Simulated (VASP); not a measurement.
Set up this calculation in VASP 6.6.1, as the native input.

- Task: single point
- Functional: PBE
- Potentials or basis: VASP PAW PBE potentials, release 64 (Ca_sv, O)
- Cutoff: 600 eV
- k mesh: 6 × 6 × 6
- Occupations: gaussian, width 0.01 eV
- Spin: no spin polarisation
- Dipole correction: no
- Further INCAR settings: ALGO = Normal; EDIFF = 1e-06; NBANDS = 15

The structure of CaO lies in POSCAR:

```
CaO
1.0
    0.0000000000      2.3569031434      2.3569031434
    2.3569031434      0.0000000000      2.3569031434
    2.3569031434      2.3569031434      0.0000000000
Ca O
1 1
Direct
    0.0000000000      0.0000000000      0.0000000000
    0.5000000000      0.5000000000      0.5000000000
```

The input as run:

INCAR

```
  PREC = Accurate
  ENCUT = 600
  EDIFF = 1E-6
  ISMEAR = 0
  SIGMA = 0.01
  LREAL = F
  LASPH = T
  NELM = 120
  ALGO = Normal
  ISIF = 2
  LWAVE = F
  LCHARG = T
  GGA = PE
  LELF = T
  LVHAR = T
  NBANDS = 15
  GGA_COMPAT = F
```

KPOINTS

```
Automatic mesh
0
Gamma
  6 6 6
```

Potentials or basis: VASP PAW PBE potentials, release 64 (Ca_sv, O).

Launch:

```console
$ cat potpaw_PBE.64/Ca_sv/POTCAR potpaw_PBE.64/O/POTCAR > POTCAR
$ mpirun -np 1 vasp_std > vasp.out
```

It gave:

| Quantity | Value |
| --- | --- |
| Pressure | 9.8 GPa |
| Band gap on the k mesh | 3.61 eV (least direct gap 3.97 eV) |

Caveat: the cell stands under pressure.

Wall time 25 s on 1 thread of Intel Xeon 8259CL, with other jobs on the host, peak memory 0.16 GiB.
